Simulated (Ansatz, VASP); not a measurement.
LaAgO3: VASP beside Ansatz

```xyz
5
Lattice="4.0031 0.0000 0.0000 0.0000 4.0031 0.0000 0.0000 0.0000 4.0031" Properties=species:S:1:pos:R:3 pbc="T T T"
La    2.0015    2.0015    2.0015
Ag    0.0000    0.0000    0.0000
O     2.0015    0.0000    0.0000
O     0.0000    2.0015    0.0000
O     0.0000    0.0000    2.0015
```

Alike in both runs: task single point; functional LDA; k mesh 6 × 6 × 6; occupations fermi-dirac, width 0.15 eV; no spin polarisation.

```csv
,VASP,Ansatz
version,VASP 6.6.1,Ansatz 0.2.0
potentials or method,"VASP PAW LDA potentials, release 64 (La, Ag, O), cutoff 520 eV","plane waves, PAW"
valence electrons in the cell,40,48
```

|  | VASP | Ansatz | Ansatz less VASP |
| --- | --- | --- | --- |
| pressure (GPa) | -1.0 | -1.0 | -0.03 |

LDA's correlation is that of Perdew and Zunger in VASP and of Perdew and Wang (1992) in Ansatz. VASP's potentials hold 40 valence electrons a cell and Ansatz's 48, so a difference there can come from the potentials and not from the codes.

Neither program's run includes spin-orbit coupling.
